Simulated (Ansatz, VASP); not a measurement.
## Hf5F: VASP beside Ansatz

```xyz
6
Lattice="5.0969 0.0000 0.0000 -2.5484 4.4140 0.0000 0.0000 0.0000 5.6413" Properties=species:S:1:pos:R:3 pbc="T T T"
Hf    0.0000    2.9427    4.2734
Hf    0.0000    2.9427    1.3679
Hf    2.5484    1.4713    1.3679
Hf    2.5484    1.4713    4.2734
Hf    0.0000    0.0000    0.0000
F     0.0000    0.0000    2.8206
```

Alike in both runs: functional PBE; k mesh 12 × 12 × 8; occupations gaussian, width 0.1 eV; no spin polarisation.

Ansatz relaxed the structure, and its values are those at the end. VASP's run is a single point on that final structure, the one shown.

|  | VASP | Ansatz |
| --- | --- | --- |
| version | VASP 6.6.1 | Ansatz 0.2.0 |
| potentials or method | VASP PAW PBE potentials, release 64 (Hf_pv, F), cutoff 520 eV | scalar-relativistic, plane waves, PAW |
| valence electrons in the cell | 57 | 137 |

```csv
,VASP,Ansatz,Ansatz less VASP
gap on the k mesh at the Fermi level (eV),none,none,-
pressure (GPa),-0.4,0.0,+0.43
rms of the force components (eV/Å),0.018,0.000,-0.0175
```

A gap of «none» marks a metal or a gap that the smearing closes. The functional is the same, so the differences come from potentials, cutoffs and numerics. VASP's potentials hold 57 valence electrons a cell and Ansatz's 137, so a difference there can come from the potentials and not from the codes.

Spin-orbit coupling is off throughout.
